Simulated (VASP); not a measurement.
A run of VASP 6.6.1 is set up as follows.

Contents of INCAR:

```
SYSTEM = In
PREC = Accurate
ENCUT = 450
EDIFF = 1E-7
ISMEAR = 0
SIGMA = 0.1
LREAL = .FALSE.
LASPH = .TRUE.
NELM = 120
ALGO = Normal
ISIF = 2
LWAVE = .FALSE.
LCHARG = .FALSE.
LDIPOL = .TRUE.
IDIPOL = 3
DIPOL = 0.5 0.5 0.500
GGA = PS
IBRION = 2
NSW = 80
EDIFFG = -0.02
GGA_COMPAT = .FALSE.
NELMIN = 4
NELMDL = -8
KPAR = 4
```

KPOINTS

```
regular mesh
0
G
  12 12 1
  0 0 0
```

The input POSCAR:

```
In
1.0
    3.1948852347      0.0000000000      0.0000000000
   -1.5974426173      2.9656688545      0.0000000000
    0.0000000000      0.0000000000     25.7671829784
In
5
Direct
    0.2901384059      0.5802768119      0.2910679063
    0.5802768119      0.1605536237      0.3955339531
    0.8704152178      0.7408304356      0.5000000000
    0.1605536237      0.3211072475      0.6044660469
    0.4506920297      0.9013840594      0.7089320937
```

Potentials or basis: VASP PAW PBE potentials, release 64 (In_d).

The run is started by

```sh
$ cat potpaw_PBE.64/In_d/POTCAR > POTCAR
$ mpirun -np 4 vasp_std > vasp.out
```

(1) What does it give for the band gap on the k mesh?

## Answers

(1) zero (an odd number of electrons rules out a gap without spin polarisation).

Caveat: the relaxation stopped at its first step, so nothing moved; spin-orbit coupling is left out, which moves the levels of the heavy elements.
